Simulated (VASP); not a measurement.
A run of VASP 6.6.1:

Contents of INCAR:

```
SYSTEM = LiFeN
  PREC = Accurate
  ENCUT = 750
  EDIFF = 1E-6
  ISMEAR = 0
  SIGMA = 0.1
  LREAL = .FALSE.
  LASPH = .TRUE.
  NELM = 200
  ALGO = Normal
  ISIF = 2
  LWAVE = .FALSE.
  LCHARG = .FALSE.
  ISPIN = 2
  MAGMOM = 0 0.45 0
  LORBIT = 11
  LMAXMIX = 4
  GGA = PE
  ISYM = 0
  NBANDS = 23
  GGA_COMPAT = .FALSE.
```

KPOINTS

```
regular mesh
0
G
  6 2 4
  0 0 0
```

File POSCAR:

```
LiFeN
1.0
    3.1006003459      0.0000000000      0.0000000000
   -1.5503001730      2.6851986665      0.0000000000
    0.0000000000      0.0000000000      4.1453390000
Li Fe N
1 1 1
Direct
    0.3333333333      0.6666666667      0.0000000000
    0.6666666667      0.3333333333      0.5000000000
    0.3333333333      0.6666666667      0.5000000000
```

Potentials or basis: VASP PAW PBE potentials, release 64 (Li_sv, Fe_sv, N).

Run with:

```console
$ cat potpaw_PBE.64/Li_sv/POTCAR potpaw_PBE.64/Fe_sv/POTCAR potpaw_PBE.64/N/POTCAR > POTCAR
$ mpirun -np 1 vasp_std > vasp.out
```

Hardware: 1 thread of Intel(R) Xeon(R) 6975P-C (Granite Rapids) (shared host).

How long does it take, and how much memory?

Run time: 36 s on 1 thread of Intel(R) Xeon(R) 6975P-C (Granite Rapids), on a shared host, peak memory 0.23 GiB. Counts: scf iterations 17, k points 28.
